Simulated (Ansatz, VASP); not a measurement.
GaAs3: VASP beside Ansatz

```xyz
4
Lattice="2.9162 0.0000 0.0000 -1.4581 2.5255 0.0000 0.0000 0.0000 10.6316" Properties=species:S:1:pos:R:3 pbc="T T T"
Ga    0.0000    0.0000    5.3158
As    0.0000    0.0000    2.6647
As    0.0000    0.0000    7.9670
As    0.0000    0.0000    0.0000
```

Alike in both runs: functional PBE; k mesh 6 × 6 × 3; occupations gaussian, width 0.2 eV; no spin polarisation.

Ansatz relaxed the structure, and its values are those at the end. VASP's run is a single point on that final structure, the one shown.

```csv
,VASP,Ansatz
version,VASP 6.6.1,Ansatz 0.2.0
potentials or method,"VASP PAW PBE potentials, release 64 (Ga_d, As), cutoff 500 eV","scalar-relativistic, plane waves, PAW"
valence electrons in the cell,28,58
```

```tsv
	VASP	Ansatz	Ansatz less VASP
gap on the k mesh at the Fermi level (eV)	none	none	-
pressure (GPa)	0.4	0.2	-0.13
rms of the force components (eV/Å)	0.023	0.023	+0.0001
```

A gap of «none» marks a metal or a gap that the smearing closes. VASP's potentials hold 28 valence electrons a cell and Ansatz's 58, so a difference there can come from the potentials and not from the codes.

The k mesh is coarse, so the values compare programs but aren't converged.
